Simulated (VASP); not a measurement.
Write the native input for VASP 6.6.1 that does the following.

| Item | Value |
| --- | --- |
| Task | single point |
| Functional | r2SCAN |
| Potentials or basis | VASP PAW PBE potentials, release 64 (La, B) |
| Cutoff | 520 eV |
| k mesh | 8 × 8 × 8 |
| Occupations | fermi-dirac, width 0.1 eV |
| Spin | no spin polarisation |
| Dipole correction | no |
| Further INCAR settings | ALGO = Normal; EDIFF = 1e-06; NBANDS = 24 |

LaB6:

```xyz
7
Lattice="4.0674 0.0000 0.0000 0.0000 4.0674 0.0000 0.0000 0.0000 4.0674" Properties=species:S:1:pos:R:3 pbc="T T T"
La    0.0000    0.0000    0.0000
B     0.8104    2.0337    2.0337
B     2.0337    0.8104    2.0337
B     3.2571    2.0337    2.0337
B     2.0337    3.2571    2.0337
B     2.0337    2.0337    0.8104
B     2.0337    2.0337    3.2571
```

One way to write it, as run:

POSCAR

```
LaB6
1.0
    4.0674384600      0.0000000000      0.0000000000
    0.0000000000      4.0674384600      0.0000000000
    0.0000000000      0.0000000000      4.0674384600
La B
1 6
Direct
    0.0000000000      0.0000000000      0.0000000000
    0.1992369217      0.5000000000      0.5000000000
    0.5000000000      0.1992369217      0.5000000000
    0.8007630783      0.5000000000      0.5000000000
    0.5000000000      0.8007630783      0.5000000000
    0.5000000000      0.5000000000      0.1992369217
    0.5000000000      0.5000000000      0.8007630783
```

INCAR.step1

```
PREC = Accurate
ENCUT = 520
ISMEAR = -1
SIGMA = 0.1
LREAL = False
LASPH = True
NELM = 60
NBANDS = 24
GGA = PE
ALGO = Normal
EDIFF = 1E-4
LWAVE = True
LCHARG = False
```

INCAR.step2

```
PREC = Accurate
ENCUT = 520
EDIFF = 1E-6
ISMEAR = -1
SIGMA = 0.1
LREAL = False
LASPH = True
NELM = 60
ALGO = Normal
ISIF = 2
LWAVE = False
LCHARG = False
METAGGA = R2SCAN
LMIXTAU = True
NBANDS = 24
ISTART = 1
```

KPOINTS

```
regular mesh
0
Gamma
  8 8 8
```

Potentials or basis: VASP PAW PBE potentials, release 64 (La, B).

The run is started by

```bash
$ cat potpaw_PBE.64/La/POTCAR potpaw_PBE.64/B/POTCAR > POTCAR
$ cp INCAR.step1 INCAR
$ mpirun -np 1 vasp_std > vasp.out
$ cp INCAR.step2 INCAR
$ mpirun -np 1 vasp_std > vasp.out
```

It gave:

- Pressure: 12.5 GPa
- Largest force: 0.029 eV/Å

Caveat: the PAW data sets were made with another functional, which shifts forces and pressure a little.

It took 3.6 min on 1 thread of AMD EPYC 7R43 64-Core Processor (Zen 3), on a shared host, peak memory 0.18 GiB.
